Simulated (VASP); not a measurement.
# LuPd in VASP: single point with LDA

Aim: the single point of LuPd with LDA.

Everything below comes from runs of VASP 6.6.1. Logs are shortened: lines on timing, memory, paths and dates and some standing lists are left out, and cuts for length are marked.

### 1 The cell of the first run

The cell holds a slab with vacuum, 6 atoms: a = 3.415 Å, b = 3.415 Å, c = 20.538 Å, α = 90.00°, β = 90.00°, γ = 90.00°.

### 2 Single point, LDA

INCAR reads:

```
ALGO     = Normal         # electronic algorithm
DIPOL    = 0.5 0.5 0.500
EDIFF    = 1E-6           # SCF threshold, eV
ENCUT    = 520            # plane-wave cutoff, eV
GGA      = CA             # functional
GGA_COMPAT= False        
IDIPOL   = 3            
ISIF     = 2              # what is computed and relaxed
ISMEAR   = 0              # smearing method
LASPH    = True           # aspherical terms in the spheres
LCHARG   = False          # write CHGCAR
LDIPOL   = True         
LREAL    = False          # projectors in reciprocal space
LWAVE    = False          # write WAVECAR
NBANDS   = 62             # bands
NELM     = 120            # most SCF steps
NELMDL   = -8           
PREC     = Accurate       # precision mode
SIGMA    = 0.01           # smearing width, eV
```

KPOINTS reads:

```
k-points
0
Gamma
  5 5 1
```

POSCAR reads:

```
LuPd
1.0
    3.4150000000      0.0000000000      0.0000000000
    0.0000000000      3.4150000000      0.0000000000
    0.0000000000      0.0000000000     20.5375000000
Lu Pd
3 3
Direct
    0.0000000000      0.0000000000      0.2921485088
    0.0000000000      0.0000000000      0.4584297018
    0.0000000000      0.0000000000      0.6247108947
    0.5000000000      0.5000000000      0.3752891053
    0.5000000000      0.5000000000      0.5415702982
    0.5000000000      0.5000000000      0.7078514912
```

Potentials or basis: VASP PAW PBE potentials, release 64 (Lu, Pd).

On the command line:

```
cat potpaw_PBE.64/Lu/POTCAR potpaw_PBE.64/Pd/POTCAR > POTCAR
mpirun -np 1 vasp_std > vasp.out
```

OUTCAR:

```text
EDIFF = 1E-6
   ENCUT = 520
   GGA = CA
   ISIF = 2
   ISMEAR = 0
   LASPH = True
   LREAL = False
   NELM = 120
   NELMDL = -8
   PREC = Accurate

 ion  position               nearest neighbor table
   1  0.000  0.000  0.292-   4 2.96   4 2.96   4 2.96   4 2.96   2 3.42
   2  0.000  0.000  0.458-   5 2.96   5 2.96   5 2.96   5 2.96   4 2.96   4 2.96   4 2.96   4 2.96
                             3 3.41   1 3.42
   3  0.000  0.000  0.625-   5 2.96   6 2.96   5 2.96   6 2.96   5 2.96   6 2.96   5 2.96   6 2.96
                             2 3.41
   4  0.500  0.500  0.375-   1 2.96   2 2.96   1 2.96   2 2.96   1 2.96   2 2.96   1 2.96   2 2.96
                             5 3.41
   5  0.500  0.500  0.542-   2 2.96   2 2.96   2 2.96   2 2.96   3 2.96   3 2.96   3 2.96   3 2.96
                             4 3.41   6 3.42
   6  0.500  0.500  0.708-   3 2.96   3 2.96   3 2.96   3 2.96   5 3.42

  LATTYP: Found a simple tetragonal cell.
 ALAT       =     3.4150000000
 C/A-ratio  =     6.0139092240

  Lattice vectors:

 A1 = (   3.4150000000,   0.0000000000,   0.0000000000)
 A2 = (   0.0000000000,   3.4150000000,   0.0000000000)
 A3 = (   0.0000000000,   0.0000000000,  20.5375000000)

Analysis of symmetry for initial positions (statically):
=====================================================================
 Subroutine PRICEL returns:
 Original cell was already a primitive cell.

 Routine SETGRP: Setting up the symmetry group for a
 simple tetragonal supercell.

 Subroutine GETGRP returns: Found  8 space group operations
 (whereof  8 operations were pure point group operations)
 out of a pool of 16 trial point group operations.

The static configuration has the point symmetry C_4v.

Analysis of symmetry for dynamics (positions and initial velocities):
=====================================================================
 Subroutine PRICEL returns:
 Original cell was already a primitive cell.

 Routine SETGRP: Setting up the symmetry group for a
 simple tetragonal supercell.

 Subroutine GETGRP returns: Found  8 space group operations
 (whereof  8 operations were pure point group operations)
 out of a pool of 16 trial point group operations.

The dynamic configuration has the point symmetry C_4v.

 Subroutine INISYM returns: Found  8 space group operations
 (whereof  8 operations are pure point group operations),
 and found     1 'primitive' translations

----------------------------------------------------------------------------------------
[... 92 lines left out ...]
   PSTRESS=    0.0 pullay stress
   NELECT =     105.0000    total number of electrons
   NUPDOWN=      -1.0000    fix difference up-down
   EMIN   =  10.00;   EMAX   =-10.00  energy-range for DOS
   EFERMI =   0.00;   METHOD = LEGACY
   ISMEAR =     0;   SIGMA  =   0.01  broadening in eV -4-tet -1-fermi 0-gaus
   EFERMI_NEDOS =   21; number of points for ismear=-14 and -15
   IALGO  =     38    algorithm
   IMIX   =      4    mixing-type and parameters
     AMIX     =   0.40;   BMIX     =  1.00
     AMIX_MAG =   1.60;   BMIX_MAG =  1.00
  volume/ion in A,a.u.               =      39.92       269.39
  Fermi-wavevector in a.u.,A,eV,Ry     =   1.243641  2.350140 21.043345  1.546642
  Thomas-Fermi vector in A             =   2.377943
   LORBIT       =      0    0 simple, 1 ext, 2 COOP (PROOUT), +10 PAW based schemes
   GGA     = CA    functional components
   LHFCALC =     F    Hartree Fock is set to
   AEXX    =    0.0000 exact exchange contribution
   IVDW    =     0    specifies the selected vdW correction
   LEPSILON=     F    determine dielectric tensor
   LRPA    =     F    only Hartree local field effects (RPA)
 non-spin polarized calculation
 Gauss-broadening in eV      SIGMA  =   0.01
  energy-cutoff  :      520.00
  volume of cell :      239.51
 maximum number of plane-waves:      6471
 NGX is ok and might be reduce to    28
   NGX = 13   NGY = 13   NGZ = 77

 dipolmoment           0.000000      0.000000     -0.002726 electrons x Angstroem

 number of electron     105.0000016 magnetization

 dipolmoment           0.000000      0.000000      0.081838 electrons x Angstroem

 Free energy of the ion-electron system (eV)
  ---------------------------------------------------
  ext. energy  EPLUGINS =         0.00000000
  ---------------------------------------------------
  free energy    TOTEN  =       -37.37825711 eV

  energy without entropy =      -37.37572868  energy(sigma->0) =      -37.37699290

 E-fermi :   0.6155     XC(G=0):  -7.2573

 val. band max:        0.6143987675   @ k =   0.4000   0.2000   0.0000
 cond. band min:       0.8021918378   @ k =   0.0000   0.0000   0.0000
 fundamental gap:      0.1877930703
 Fermi energy:         0.6154733890

 k-point     1 :       0.0000    0.0000    0.0000
  band No.  band energies     occupation
      1     -56.0854      2.00000
      2     -55.2726      2.00000
      3     -55.0679      2.00000
      4     -27.0152      2.00000
      5     -26.7490      2.00000
      6     -26.7490      2.00000
[... 379 lines left out ...]
     61       3.9351      0.00000
     62       5.2966      0.00000

------------------------ aborting loop because EDIFF is reached ----------------------------------------

 vacuum level on the upper side and lower side of the slab       (xc-potential included)         0.285        -1.083

  FORCE on cell =-STRESS in cart. coord.  units (eV):
  Direction    XX          YY          ZZ          XY          YZ          ZX
  --------------------------------------------------------------------------------------
  -------------------------------------------------------------------------------------
  Total       -6.8180116     -6.8180116     -6.5390457      0.0000000      0.0000000      0.0000000
  in kB      -45.6078210    -45.6078210    -43.7417305      0.0000000      0.0000000      0.0000000
  external PRESSURE =     -44.9857908 kB  Pullay stress =       0.0000000 kB

 VOLUME and BASIS-vectors are now :
 -----------------------------------------------------------------------------
  energy-cutoff  :      520.00
  volume of cell :      239.51
      direct lattice vectors                 reciprocal lattice vectors
     3.415000000  0.000000000  0.000000000     0.292825769  0.000000000  0.000000000
     0.000000000  3.415000000  0.000000000     0.000000000  0.292825769  0.000000000
     0.000000000  0.000000000 20.537500000     0.000000000  0.000000000  0.048691418

 POSITION                                       TOTAL-FORCE (eV/Angst)
 -----------------------------------------------------------------------------------
      0.00000      0.00000      6.00000         0.000000     -0.000000      1.056154
      0.00000      0.00000      9.41500        -0.000000     -0.000000     -0.110319
      0.00000      0.00000     12.83000        -0.000000     -0.000000      1.480072
      1.70750      1.70750      7.70750        -0.000000      0.000000     -0.615449
      1.70750      1.70750     11.12250        -0.000000      0.000000     -0.089245
      1.70750      1.70750     14.53750        -0.000000     -0.000000     -1.721212
 -----------------------------------------------------------------------------------
    total drift:                                0.000000      0.000000      0.001353

  FREE ENERGIE OF THE ION-ELECTRON SYSTEM (eV)
  ---------------------------------------------------
  free  energy   TOTEN  =       -37.3782571138 eV

  energy  without entropy=      -37.3757286820  energy(sigma->0) =      -37.37699290

 vacuum level on the upper side and lower side of the slab         5.249         3.846
```

OSZICAR:

```text
N       E                     dE             d eps       ncg     rms          rms(c)
DAV:   1     0.141402848353E+04    0.14140E+04   -0.37208E+04  1128   0.512E+03
DAV:   2     0.254197779926E+03   -0.11598E+04   -0.11099E+04  1000   0.131E+03
DAV:   3    -0.153353353477E+01   -0.25573E+03   -0.24344E+03   844   0.289E+02
[... 22 lines left out ...]
DAV:  26    -0.373782168892E+02   -0.54549E-04   -0.12480E-05   856   0.181E-02    0.780E-03
DAV:  27    -0.373782454308E+02   -0.28542E-04   -0.27092E-05   688   0.231E-02    0.345E-03
DAV:  28    -0.373782533798E+02   -0.79491E-05   -0.33660E-06   712   0.115E-02    0.263E-03
DAV:  29    -0.373782563315E+02   -0.29516E-05   -0.10909E-06   518   0.549E-03    0.212E-03
DAV:  30    -0.373782571138E+02   -0.78233E-06   -0.26920E-07   506   0.364E-03
   1 F= -.37378257E+02 E0= -.37376993E+02  d E =-.252843E-02
```

Wall time 3.3 min (1 thread of AMD EPYC 7R43 (Zen 3), shared host); peak memory 0.27 GiB.

What came out:

```
Free energy            : -37.3783 eV
Largest force          : 1.721 eV/Å
Band gap on the k mesh : zero (an odd number of electrons rules out a gap without spin polarisation)
```

Forces in eV/Å, atoms in the order of the input:
```
Lu   0.000  0.000  1.056
Lu   0.000  0.000 -0.110
Lu   0.000  0.000  1.480
Pd   0.000  0.000 -0.615
Pd   0.000  0.000 -0.089
Pd   0.000  0.000 -1.721
```

Levels at points of the mesh, in eV from the Fermi level:
```csv
k point,band 50,band 51,band 52,band 53,band 54,band 55,band 56,band 57
"(0.00, 0.00, 0.00)",-1.60,-1.33,-0.69,0.00,0.19,0.90,1.03,1.62
```

Caveat: the k points lie up to 0.37 Å⁻¹ apart, too coarse for converged energies and pressures of a metal; the PAW data sets were made with another functional, which shifts forces and pressure a little; spin-orbit coupling is left out, which moves the levels of the heavy elements.
